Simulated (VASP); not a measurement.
Write the native input for VASP 6.6.1 that does the following.

| Property | Result |
| --- | --- |
| Task | single point |
| Functional | PBE |
| Potentials or basis | VASP PAW PBE potentials, release 64 (Sn_d, Ge_d) |
| Cutoff | 520 eV |
| k mesh | 10 × 10 × 10 |
| Occupations | gaussian, width 0.1 eV |
| Spin | no spin polarisation |
| Dipole correction | no |
| Further INCAR settings | ALGO = Fast; EDIFF = 1e-07; NBANDS = 43 |

The structure of Sn4Ge lies in POSCAR:

```
Sn4Ge
1.0
   -4.0882443224      4.0882443224      1.9598079756
    4.0882443224     -4.0882443224      1.9598079756
    4.0882443224      4.0882443224     -1.9598079756
Sn Ge
4 1
Direct
    0.7774306351      0.4308188901      0.2082495252
    0.4308188901      0.2225693649      0.6533882550
    0.5691811099      0.7774306351      0.3466117450
    0.2225693649      0.5691811099      0.7917504748
    0.0000000000      0.0000000000      0.0000000000
```

These files were run (other wordings do the same):

INCAR

```
PREC = Accurate ; ENCUT = 520
EDIFF = 1E-7 ; ISMEAR = 0
SIGMA = 0.1 ; LREAL = False
LASPH = True ; NELM = 80
ALGO = Fast ; ISIF = 2
LWAVE = False ; LCHARG = False
GGA = PE ; NBANDS = 43
```

KPOINTS

```
Automatic mesh
0
Gamma
  10 10 10
```

Potentials or basis: VASP PAW PBE potentials, release 64 (Sn_d, Ge_d).

Command:

```console
$ cat potpaw_PBE.64/Sn_d/POTCAR potpaw_PBE.64/Ge_d/POTCAR > POTCAR
$ mpirun -np 1 vasp_std > vasp.out
```

Results of the run:

| Property | Result |
| --- | --- |
| Pressure | 0.0 GPa |
| Largest force | 0.005 eV/Å |
| Band gap on the k mesh | zero (bands 35 and 36 overlap by 2.48 eV) |

Caveat: spin-orbit coupling is left out, which moves the levels of the heavy elements.

Run time: 14 min on 1 thread of Intel(R) Xeon(R) 6975P-C (Granite Rapids), on a shared host, peak memory 0.79 GiB.
